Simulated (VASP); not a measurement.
Here is a VASP 6.6.1 calculation.

The input INCAR:

```
ALGO = Normal
EDIFF = 1E-6
ENCUT = 520
GGA = PE
ISIF = 2
ISMEAR = -1
LASPH = T
LCHARG = F
LREAL = F
LWAVE = F
NBANDS = 22
NELM = 60
PREC = Accurate
SIGMA = 0.03
```

The input KPOINTS:

```
k-points
0
Gamma
  11 11 11
```

File POSCAR:

```
Bi
1.0
    2.3029109990      1.3295862852      4.0060322827
   -2.3029109990      1.3295862852      4.0060322827
    0.0000000000     -2.6591725704      4.0060322827
Bi
2
Direct
    0.2338900000      0.2338900000      0.2338900000
    0.7661100000      0.7661100000      0.7661100000
```

Potentials or basis: VASP PAW PBE potentials, release 64 (Bi_d).

Launch:

```console
$ cat potpaw_PBE.64/Bi_d/POTCAR > POTCAR
$ mpirun -np 1 vasp_std > vasp.out
```

Task: What does it give for the largest force?

Result: 0.023 eV/Å.

Task: Predict the band gap on the k mesh.

Result: Zero (bands 15 and 16 overlap by 0.04 eV).

Forces on the atoms (eV/Å):
```
Bi   0.000  0.000  0.023
Bi   0.000  0.000 -0.023
```

Caveat: spin-orbit coupling is left out, which moves the levels of the heavy elements.
